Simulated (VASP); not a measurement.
Wanted: the native input for a VASP 6.6.1 run.

- Task: single point
- Functional: PBE
- Potentials or basis: VASP PAW PBE potentials, release 64 (V_sv)
- Cutoff: 520 eV
- k mesh: 15 × 15 × 15
- Occupations: fermi-dirac, width 0.08 eV
- Spin: no spin polarisation
- Dipole correction: no
- Further INCAR settings: ALGO = Normal; EDIFF = 1e-06; NBANDS = 12

The structure of V lies in POSCAR:

```
V
1.0
    1.8786737264      0.0000000000      0.0000000000
    0.0000000000      1.8786737264      0.0000000000
    0.0000000000      0.0000000000      1.8786737264
V
1
Direct
    0.0000000000      0.0000000000      0.0000000000
```

This cell differs from its parent crystal: volume scaled by 0.45.

These files were run (other wordings do the same):

INCAR

```
PREC = Accurate
ENCUT = 520
EDIFF = 1E-6
ISMEAR = -1
SIGMA = 0.08
LREAL = False
LASPH = True
NELM = 100
ALGO = Normal
ISIF = 2
LWAVE = False
LCHARG = True
GGA = PE
LELF = True
LVHAR = True
NBANDS = 12
```

KPOINTS

```
regular mesh
0
Gamma
  15 15 15
```

Potentials or basis: VASP PAW PBE potentials, release 64 (V_sv).

The run is started by

```console
$ cat potpaw_PBE.64/V_sv/POTCAR > POTCAR
$ mpirun -np 1 vasp_std > vasp.out
```

Results of the run:

```yaml
Pressure: 553.5 GPa
```

Run time: 3.9 s on 1 thread of Intel Xeon 6975P-C (shared host), peak memory 0.12 GiB.
